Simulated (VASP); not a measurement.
# InGaAs2 (P-4m2) in VASP: notebook

InGaAs2 is run at these levels: r2SCAN; tasks: single point.

Everything below comes from runs of VASP 6.6.1. Logs are shortened: lines on timing, memory, paths and dates and some standing lists are left out, and cuts for length are marked.

## (1) The cell of the first run

Symmetry: P-4m2, No. 115, tetragonal system. Conventional cell: a = 4.225 Å, b = 4.225 Å, c = 5.962 Å, α = 90.00°, β = 90.00°, γ = 90.00°. Within 3.5 Å of In (site symmetry -4m2) lie 4 As at 2.65 Å. Within 3.3 Å of Ga (site symmetry -4m2) lie 4 As at 2.52 Å. As (site symmetry 2mm) has 2 Ga at 2.52 Å and 2 In at 2.65 Å within 3.3 Å.

## (2) Single point, r2SCAN

POSCAR

```
InGaAs2
1.0
    4.2250012014      0.0000000000      0.0000000000
    0.0000000000      4.2250012014      0.0000000000
    0.0000000000      0.0000000000      5.9621480000
In Ga As
1 1 2
Direct
    0.0000000000      0.0000000000      0.5000000000
    0.5000000000      0.5000000000      0.0000000000
    0.5000000000      0.0000000000      0.7684750000
    0.0000000000      0.5000000000      0.2315250000
```

INCAR.step1

```
SYSTEM = InGaAs2
PREC = Accurate
ENCUT = 520
ISMEAR = 0
SIGMA = 0.03
LREAL = .FALSE.
LASPH = .TRUE.
NELM = 100
NBANDS = 26
GGA = PE
ALGO = Normal
EDIFF = 1E-4
LWAVE = .TRUE.
LCHARG = .FALSE.
```

INCAR.step2

```
SYSTEM = InGaAs2
PREC = Accurate
ENCUT = 520
EDIFF = 1E-6
ISMEAR = 0
SIGMA = 0.03
LREAL = .FALSE.
LASPH = .TRUE.
NELM = 100
ALGO = Normal
ISIF = 2
LWAVE = .FALSE.
LCHARG = .TRUE.
METAGGA = R2SCAN
LMIXTAU = .TRUE.
LELF = .TRUE.
LVHAR = .TRUE.
NBANDS = 26
ISTART = 1
```

KPOINTS

```
regular mesh
0
G
  8 8 6
  0 0 0
```

Potentials or basis: VASP PAW PBE potentials, release 64 (In_d, Ga_d, As).

Run with:

```
$ cat potpaw_PBE.64/In_d/POTCAR potpaw_PBE.64/Ga_d/POTCAR potpaw_PBE.64/As/POTCAR > POTCAR
$ cp INCAR.step1 INCAR
$ mpirun -np 1 vasp_std > vasp.out
$ cp INCAR.step2 INCAR
$ mpirun -np 1 vasp_std > vasp.out
```

OUTCAR:

```text
SYSTEM = InGaAs2
   PREC = Accurate
   ENCUT = 520
   EDIFF = 1E-6
   ISMEAR = 0
   LREAL = .FALSE.
   LASPH = .TRUE.
   NELM = 100
   ISIF = 2
   METAGGA = R2SCAN
   ISTART = 1

 ion  position               nearest neighbor table
   1  0.000  0.000  0.500-   3 2.65   4 2.65   4 2.65   3 2.65
   2  0.500  0.500  0.000-   3 2.52   4 2.52   3 2.52   4 2.52
   3  0.500  0.000  0.768-   2 2.52   2 2.52   1 2.65   1 2.65
   4  0.000  0.500  0.232-   2 2.52   2 2.52   1 2.65   1 2.65

  LATTYP: Found a simple tetragonal cell.
 ALAT       =     4.2250012014
 C/A-ratio  =     1.4111588887

  Lattice vectors:

 A1 = (   4.2250012014,   0.0000000000,   0.0000000000)
 A2 = (   0.0000000000,   4.2250012014,   0.0000000000)
 A3 = (   0.0000000000,   0.0000000000,   5.9621480000)

Analysis of symmetry for initial positions (statically):
=====================================================================
 Subroutine PRICEL returns:
 Original cell was already a primitive cell.

 Routine SETGRP: Setting up the symmetry group for a
 simple tetragonal supercell.

 Subroutine GETGRP returns: Found  8 space group operations
 (whereof  8 operations were pure point group operations)
 out of a pool of 16 trial point group operations.

The static configuration has the point symmetry D_2d.

Analysis of symmetry for dynamics (positions and initial velocities):
=====================================================================
 Subroutine PRICEL returns:
 Original cell was already a primitive cell.

 Routine SETGRP: Setting up the symmetry group for a
 simple tetragonal supercell.

 Subroutine GETGRP returns: Found  8 space group operations
 (whereof  8 operations were pure point group operations)
 out of a pool of 16 trial point group operations.

The dynamic configuration has the point symmetry D_2d.

 Subroutine INISYM returns: Found  8 space group operations
 (whereof  8 operations are pure point group operations),
 and found     1 'primitive' translations

----------------------------------------------------------------------------------------

                                     Primitive cell

  volume of cell :     106.4281

  direct lattice vectors                    reciprocal lattice vectors
     4.225001201  0.000000000  0.000000000     0.236686323  0.000000000  0.000000000
     0.000000000  4.225001201  0.000000000     0.000000000  0.236686323  0.000000000
     0.000000000  0.000000000  5.962148000     0.000000000  0.000000000  0.167724786

  length of vectors
     4.225001201  4.225001201  5.962148000     0.236686323  0.236686323  0.167724786

[... 81 lines left out ...]
   LASPH  =      T    aspherical Exc in radial PAW
   ENCUT  =  520.0 eV  38.22 Ry    6.18 a.u.   7.86  7.86 11.09*2*pi/ulx,y,z
   NELM   =    100;   NELMIN=  2; NELMDL=  0     # of ELM steps
   EDIFF  = 0.1E-05   stopping-criterion for ELM
   LREAL  =      F    real-space projection
   EDIFFG = 0.1E-04   stopping-criterion for IOM
   NSW    =      0    number of steps for IOM
   IBRION =     -1    ionic relax: 0-MD 1-quasi-New 2-CG
   NFREE  =      0    steps in history (QN), initial steepest desc. (CG)
   ISIF   =      2    stress and relaxation
   ISYM   =      2    0-nonsym 1-usesym 2-fastsym
   POTIM  = 0.5000    time-step for ionic-motion
   TEBEG  =    0.0;   TEEND  =   0.0 temperature during run
   PSTRESS=    0.0 pullay stress
   NELECT =      36.0000    total number of electrons
   NUPDOWN=      -1.0000    fix difference up-down
   EMIN   =  10.00;   EMAX   =-10.00  energy-range for DOS
   EFERMI =   0.00;   METHOD = LEGACY
   ISMEAR =     0;   SIGMA  =   0.03  broadening in eV -4-tet -1-fermi 0-gaus
   EFERMI_NEDOS =   21; number of points for ismear=-14 and -15
   IALGO  =     38    algorithm
   IMIX   =      4    mixing-type and parameters
     AMIX     =   0.40;   BMIX     =  1.00
     AMIX_MAG =   1.60;   BMIX_MAG =  1.00
  volume/ion in A,a.u.               =      26.61       179.55
  Fermi-wavevector in a.u.,A,eV,Ry     =   1.140662  2.155538 17.702664  1.301109
  Thomas-Fermi vector in A             =   2.277363
   LORBIT       =      0    0 simple, 1 ext, 2 COOP (PROOUT), +10 PAW based schemes
   METAGGA = R2SCAN    functional components
   LHFCALC =     F    Hartree Fock is set to
   AEXX    =    0.0000 exact exchange contribution
   IVDW    =     0    specifies the selected vdW correction
   LEPSILON=     F    determine dielectric tensor
   LRPA    =     F    only Hartree local field effects (RPA)
 non-spin polarized calculation
 Gauss-broadening in eV      SIGMA  =   0.03
  energy-cutoff  :      520.00
  volume of cell :      106.43
 maximum number of plane-waves:      2916
 NGX is ok and might be reduce to    32
   NGX = 15   NGY = 15   NGZ = 23

 number of electron      35.9999991 magnetization

 Free energy of the ion-electron system (eV)
  ---------------------------------------------------
  ext. energy  EPLUGINS =         0.00000000
  ---------------------------------------------------
  free energy    TOTEN  =       -64.98749638 eV

  energy without entropy =      -64.98743700  energy(sigma->0) =      -64.98746669

 E-fermi :   3.5208     XC(G=0):  -9.6674

 val. band max:        3.4909252701   @ k =   0.0000   0.0000   0.0000
 cond. band min:       3.5420587895   @ k =   0.0000   0.0000   0.0000
 fundamental gap:      0.0511335194
 Fermi energy:         3.5208388184

 k-point     1 :       0.0000    0.0000    0.0000
  band No.  band energies     occupation
      1     -11.7701      2.00000
      2     -11.7100      2.00000
      3     -11.7100      2.00000
      4     -11.6754      2.00000
      5     -11.6409      2.00000
      6     -11.3613      2.00000
[... 685 lines left out ...]
     25      10.1142      0.00000
     26      10.5295      0.00000

 [... further k-points ...]
[... 5 lines left out ...]
  --------------------------------------------------------------------------------------
  -------------------------------------------------------------------------------------
  Total       -1.6734298     -1.6734298     -1.3634672      0.0000000      0.0000000      0.0000000
  in kB      -25.1919431    -25.1919431    -20.5257417      0.0000000      0.0000000      0.0000000
  external PRESSURE =     -23.6365426 kB  Pullay stress =       0.0000000 kB

 VOLUME and BASIS-vectors are now :
 -----------------------------------------------------------------------------
  energy-cutoff  :      520.00
  volume of cell :      106.43
      direct lattice vectors                 reciprocal lattice vectors
     4.225001201  0.000000000  0.000000000     0.236686323  0.000000000  0.000000000
     0.000000000  4.225001201  0.000000000     0.000000000  0.236686323  0.000000000
     0.000000000  0.000000000  5.962148000     0.000000000  0.000000000  0.167724786

 POSITION                                       TOTAL-FORCE (eV/Angst)
 -----------------------------------------------------------------------------------
      0.00000      0.00000      2.98107        -0.000000      0.000000      0.000000
      2.11250      2.11250      0.00000         0.000000     -0.000000      0.000000
      2.11250      0.00000      4.58176         0.000000      0.000000      0.053011
      0.00000      2.11250      1.38039         0.000000      0.000000     -0.053011
 -----------------------------------------------------------------------------------
    total drift:                                0.000000     -0.000000     -0.000000

  FREE ENERGIE OF THE ION-ELECTRON SYSTEM (eV)
  ---------------------------------------------------
  free  energy   TOTEN  =       -64.9874963809 eV

  energy  without entropy=      -64.9874369998  energy(sigma->0) =      -64.98746669
```

OUTCAR.step1:

```text
SYSTEM = InGaAs2
   PREC = Accurate
   ENCUT = 520
   ISMEAR = 0
   LREAL = .FALSE.
   LASPH = .TRUE.
   NELM = 100
[... 925 lines left out ...]
      2.11250      2.11250      0.00000         0.000000      0.000000      0.000000
      2.11250      0.00000      4.58176         0.000000     -0.000000      0.048735
      0.00000      2.11250      1.38039        -0.000000     -0.000000     -0.048735
 -----------------------------------------------------------------------------------
    total drift:                                0.000000     -0.000000     -0.000000

  FREE ENERGIE OF THE ION-ELECTRON SYSTEM (eV)
  ---------------------------------------------------
  free  energy   TOTEN  =       -15.9119343374 eV

  energy  without entropy=      -15.9118407973  energy(sigma->0) =      -15.91188757
```

OSZICAR.step1:

```text
N       E                     dE             d eps       ncg     rms          rms(c)
DAV:   1     0.272748895057E+03    0.27275E+03   -0.16782E+04  3126   0.170E+03
DAV:   2     0.155526230381E+02   -0.25720E+03   -0.24849E+03  3306   0.404E+02
DAV:   3    -0.151522357822E+02   -0.30705E+02   -0.30336E+02  3818   0.133E+02
DAV:   4    -0.162861017367E+02   -0.11339E+01   -0.11304E+01  3696   0.268E+01
DAV:   5    -0.163208923569E+02   -0.34791E-01   -0.34776E-01  4408   0.459E+00    0.521E+00
DAV:   6    -0.159412531638E+02    0.37964E+00   -0.64663E-01  4344   0.107E+01    0.287E+00
DAV:   7    -0.159101020311E+02    0.31151E-01   -0.30752E-01  4724   0.328E+00    0.851E-01
DAV:   8    -0.159108523716E+02   -0.75034E-03   -0.36393E-02  3960   0.219E+00    0.293E-01
DAV:   9    -0.159115649240E+02   -0.71255E-03   -0.49754E-03  4160   0.104E+00    0.153E-01
DAV:  10    -0.159118172109E+02   -0.25229E-03   -0.65934E-04  3400   0.205E-01    0.798E-02
DAV:  11    -0.159119366380E+02   -0.11943E-03   -0.30614E-04  2918   0.133E-01    0.479E-02
DAV:  12    -0.159119343374E+02    0.23005E-05   -0.35110E-05  2122   0.575E-02
   1 F= -.15911934E+02 E0= -.15911888E+02  d E =-.935401E-04
```

Run time: 6.1 min. Hardware: 1 thread of Intel Xeon 6975P-C, shared host; peak memory 0.35 GiB.

What came out:

```
Free energy            : -64.9875 eV
Pressure               : -2.4 GPa
Largest force          : 0.053 eV/Å
Band gap on the k mesh : 0.05 eV, direct
```

Forces in eV/Å, atoms in the order of the input:
```
In   0.000  0.000  0.000
Ga   0.000  0.000  0.000
As   0.000  0.000  0.053
As   0.000  0.000 -0.053
```

Stress tensor (GPa, compression positive):
```
-2.52  0.00  0.00
 0.00 -2.52  0.00
 0.00  0.00 -2.05
```

Levels at points of the mesh, in eV from the valence-band top:
```csv
k point,band 15,band 16,band 17,band 18,band 19,band 20,band 21,band 22
"(0.00, 0.00, 0.00)",-2.47,-0.09,0.00,0.00,0.05,1.88,2.12,4.13
"(0.50, 0.00, 0.00)",-3.04,-2.80,-1.41,-0.84,2.28,3.34,5.23,5.35
"(0.50, 0.50, 0.00)",-2.53,-2.39,-2.39,-2.22,1.87,1.87,2.01,2.27
"(0.00, 0.00, 0.50)",-1.83,-1.83,-1.19,-1.19,2.11,2.33,3.17,3.51
"(0.50, 0.00, 0.50)",-1.38,-1.03,-1.00,-0.75,0.83,1.39,4.67,4.91
"(0.50, 0.50, 0.50)",-3.13,-3.05,-2.93,-2.93,4.45,4.57,4.78,4.78
```

Caveat: the PAW data sets were made with another functional, which shifts forces and pressure a little; spin-orbit coupling is left out, which moves the levels of the heavy elements.

## (3) Single point, r2SCAN

POSCAR is that of step 2.

INCAR.step1

```
PREC = Accurate ; ENCUT = 520
ISMEAR = 0 ; SIGMA = 0.03
LREAL = False ; LASPH = True
NELM = 60 ; NBANDS = 26
GGA = PE ; ALGO = Normal
EDIFF = 1E-4 ; LWAVE = True
LCHARG = False
```

INCAR.step2

```
PREC = Accurate ; ENCUT = 520
EDIFF = 1E-6 ; ISMEAR = 0
SIGMA = 0.03 ; LREAL = False
LASPH = True ; NELM = 60
ALGO = Normal ; ISIF = 2
LWAVE = False ; LCHARG = False
METAGGA = R2SCAN ; LMIXTAU = True
NBANDS = 26 ; ISTART = 1
```

KPOINTS

```
Automatic mesh
0
Gamma
  10 10 6
```

Potentials or basis: VASP PAW PBE potentials, release 64 (In_d, Ga_d, As).

Run with:

```
$ cat potpaw_PBE.64/In_d/POTCAR potpaw_PBE.64/Ga_d/POTCAR potpaw_PBE.64/As/POTCAR > POTCAR
$ cp INCAR.step1 INCAR
$ mpirun -np 1 vasp_std > vasp.out
$ cp INCAR.step2 INCAR
$ mpirun -np 1 vasp_std > vasp.out
```

Run time: 26 min. Hardware: 1 thread of Oxide Virtual Turin-like, shared host; peak memory 0.36 GiB.

The run converged. Its results:

* Free energy: -64.9896 eV
* Pressure: -2.4 GPa
* Largest force: 0.053 eV/Å
* Band gap on the k mesh: 0.05 eV, direct

Forces in eV/Å, atoms in the order of the input:
```
In   0.000  0.000  0.000
Ga   0.000  0.000  0.000
As   0.000  0.000  0.053
As   0.000  0.000 -0.053
```

Stress tensor (GPa, compression positive):
```
-2.52  0.00  0.00
 0.00 -2.52  0.00
 0.00  0.00 -2.03
```

Levels at points of the mesh, in eV from the valence-band top:
| k point | band 16 | band 17 | band 18 | band 19 | band 20 | band 21 |
| --- | --- | --- | --- | --- | --- | --- |
| (0.00, 0.00, 0.00) | -0.09 | 0.00 | 0.00 | 0.05 | 1.88 | 2.12 |
| (0.50, 0.00, 0.00) | -2.80 | -1.41 | -0.84 | 2.28 | 3.34 | 5.23 |
| (0.50, 0.50, 0.00) | -2.39 | -2.39 | -2.22 | 1.87 | 1.87 | 2.01 |
| (0.00, 0.00, 0.50) | -1.83 | -1.19 | -1.19 | 2.11 | 2.33 | 3.17 |
| (0.50, 0.00, 0.50) | -1.03 | -1.00 | -0.75 | 0.83 | 1.39 | 4.67 |
| (0.50, 0.50, 0.50) | -3.05 | -2.93 | -2.93 | 4.45 | 4.57 | 4.78 |

Caveat: the PAW data sets were made with another functional, which shifts forces and pressure a little; spin-orbit coupling is left out, which moves the levels of the heavy elements.
